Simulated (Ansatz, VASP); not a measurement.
## W2C: VASP beside Ansatz

Contents of POSCAR:

```
W2C
1.0
    3.0700456420      0.0000000000      0.0000000000
   -1.5350228210      2.6587375167      0.0000000000
    0.0000000000      0.0000000000      4.6784280000
W C
2 1
Direct
    0.3333333333      0.6666666667      0.7463310000
    0.6666666667      0.3333333333      0.2536690000
    0.0000000000      0.0000000000      0.0000000000
```

INCAR.step1

```
SYSTEM = W2C
  PREC = Accurate
  ENCUT = 660
  ISMEAR = -4
  SIGMA = 0.1
  LREAL = .False.
  LASPH = .True.
  NELM = 120
  NBANDS = 23
  GGA = PE
  ALGO = Normal
  EDIFF = 1E-5
  LWAVE = .True.
  LCHARG = .False.
  GGA_COMPAT = .False.
```

The input INCAR.step2:

```
SYSTEM = W2C
  PREC = Accurate
  ENCUT = 660
  EDIFF = 1E-6
  ISMEAR = -4
  SIGMA = 0.1
  LREAL = .False.
  LASPH = .True.
  NELM = 120
  ALGO = Normal
  ISIF = 2
  LWAVE = .False.
  LCHARG = .False.
  METAGGA = R2SCAN
  LMIXTAU = .True.
  NBANDS = 23
  ISTART = 1
  GGA_COMPAT = .False.
```

File KPOINTS:

```
regular mesh
0
Gamma
  6 6 4
  0 0 0
```

Input for Ansatz:

```yaml
crystal:
  lattice:
    - [3.070045642, 0.0, 0.0]
    - [-1.535022821, 2.6587375167, 0.0]
    - [0.0, 0.0, 4.678428]
  atoms:
    - { symbol: W, position: [0.3333333333, 0.6666666667, 0.746331] }
    - { symbol: W, position: [0.6666666667, 0.3333333333, 0.253669] }
    - { symbol: C, position: [0.0, 0.0, 0.0] }
basis: {}
kpoints:
  mp_grid: { grid: [6, 6, 4] }
hamiltonian:
  xc: r2scan
scf:
  occupations: { method: tetrahedron_uncorrected }
output:
  forces: true
  stress: true
  eigenvalues: true
```

Alike in both runs: task single point; functional r2SCAN; k mesh 6 × 6 × 4; no spin polarisation.

|  | VASP | Ansatz |
| --- | --- | --- |
| version | VASP 6.6.1 | Ansatz 0.2.0 |
| potentials or method | VASP PAW PBE potentials, release 64 (W_sv, C) | scalar-relativistic, plane waves, PAW |
| plane-wave cutoff (eV) | 660 | 500 |
| occupations | tetrahedron | tetrahedron-uncorrected |
| valence electrons in the cell | 32 | 32 |

|  | VASP | Ansatz | Ansatz less VASP |
| --- | --- | --- | --- |
| gap on the k mesh at the Fermi level (eV) | none | none | - |
| pressure (GPa) | -3.4 | -4.6 | -1.25 |
| traceless stress, the component that is largest in VASP (GPa) | -0.99 | -1.00 | -0.008 |
| rms of the force components (eV/Å) | 0.092 | 0.060 | -0.0320 |

VASP's potentials were made for PBE, not for r2SCAN. Atom by atom the forces differ by 0.032 eV/Å (rms over components). A gap of «none» marks a metal or a gap that the smearing closes. Ansatz's warnings: band table not solved further.

The k mesh is coarse, so the values compare programs but aren't converged. Neither program's run includes spin-orbit coupling.
